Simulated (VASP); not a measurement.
Ga, 1 atom in the cell. Symmetry: Pm-3m, No. 221, cubic system. Conventional cell: a = 2.016 Å, b = 2.016 Å, c = 2.016 Å, α = 90.00°, β = 90.00°, γ = 90.00°. Ga (site symmetry m-3m) has 6 Ga at 2.02 Å within 2.7 Å. 

| Quantity | Value |
| --- | --- |
| Program | VASP 6.6.1 |
| Task | relaxation of cell and atoms |
| Functional | PBE |
| Potentials or basis | VASP PAW PBE potentials, release 64 (Ga_d) |
| Cutoff | 600 eV |
| k mesh | 19 × 19 × 19 |
| Occupations | fermi-dirac, width 0.05 eV |
| Spin | no spin polarisation |
| Target pressure | 330 GPa |
| Dipole correction | no |
| Further INCAR settings | ALGO = Normal; EDIFF = 1e-07; IBRION = 2; EDIFFG = -0.005; NSW = 60; ISIF = 3 |

Potentials or basis: VASP PAW PBE potentials, release 64 (Ga_d).

The run is started by

```console
$ cat potpaw_PBE.64/Ga_d/POTCAR > POTCAR
$ mpirun -np 1 vasp_std > vasp.out
```

Hardware: 1 thread of Intel(R) Xeon(R) Platinum 8259CL CPU @ 2.50GHz (Skylake/Cascade Lake) (shared host).

**Question.** Estimate the wall time of this run.

**Answer.** Wall time 26 s on 1 thread of Intel(R) Xeon(R) Platinum 8259CL CPU @ 2.50GHz (Skylake/Cascade Lake) (shared host), peak memory 0.14 GiB. Counts: scf iterations 35, k points 220, ion steps 4.
